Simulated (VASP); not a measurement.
RbBr:

```
Rb Br
1.0
     0.00000    3.46083    3.46083
     3.46083    0.00000    3.46083
     3.46083    3.46083    0.00000
Rb Br
1 1
Direct
  0.00000 0.00000 0.00000
  0.50000 0.50000 0.50000
```

Base run:

| Quantity | Value |
| --- | --- |
| Program | VASP 6.6.1 |
| Functional | r2SCAN |
| Potentials or basis | VASP PAW PBE potentials, release 64 (Rb_sv, Br) |
| Cutoff | 520 eV |
| k mesh | 4 × 4 × 4 |
| Occupations | gaussian, width 0.01 eV |
| Spin | no spin polarisation |

Its results: band gap on the k mesh 4.89 eV; pressure 0.0 GPa.

**Question.** The run is repeated on the same cell with these changes: functional from r2SCAN to HSE06; further incar settings from ALGO = Normal; EDIFF = 1e-07; NBANDS = 15 to ALGO = Normal; EDIFF = 1e-06; NBANDS = 15. What comes out?

**Answer.** Band gap on the k mesh 5.44 eV; pressure 0.3 GPa.

Caveats: the PAW data sets were made with another functional, which shifts forces and pressure a little.

